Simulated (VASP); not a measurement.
Write the native input for VASP 6.6.1 that does the following.

```
Task                   : single point
Functional             : LDA
Potentials or basis    : VASP PAW LDA potentials, release 64 (Na_pv, Pt)
Cutoff                 : 520 eV
k mesh                 : 18 × 18 × 10
Occupations            : gaussian, width 0.15 eV
Spin                   : no spin polarisation
Dipole correction      : no
Further INCAR settings : ALGO = Normal; EDIFF = 1e-06; NBANDS = 16
```

The structure of NaPt lies in POSCAR:

```
NaPt
1.0
    2.6735000000      0.0000000000      0.0000000000
   -1.3367500000      2.3153189170      0.0000000000
    0.0000000000      0.0000000000      4.4196000000
Na Pt
1 1
Direct
    0.6666666667      0.3333333333      0.5000000000
    0.3333333333      0.6666666667      0.0000000000
```

One way to write it, as run:

INCAR

```
SYSTEM = NaPt
PREC = Accurate ; ENCUT = 520
EDIFF = 1E-6 ; ISMEAR = 0
SIGMA = 0.15 ; LREAL = .False.
LASPH = .True. ; NELM = 80
ALGO = Normal ; ISIF = 2
LWAVE = .False. ; LCHARG = .False.
GGA = CA ; NBANDS = 16
```

KPOINTS

```
regular mesh
0
Gamma
  18 18 10
  0 0 0
```

Potentials or basis: VASP PAW LDA potentials, release 64 (Na_pv, Pt).

Command:

```sh
$ cat potpaw_LDA.64/Na_pv/POTCAR potpaw_LDA.64/Pt/POTCAR > POTCAR
$ mpirun -np 1 vasp_std > vasp.out
```

Results of the run:

```json
{"Pressure": "23.2 GPa"}
```

Wall time 110 s on 1 thread of Intel Xeon 8259CL (shared host), peak memory 0.21 GiB.
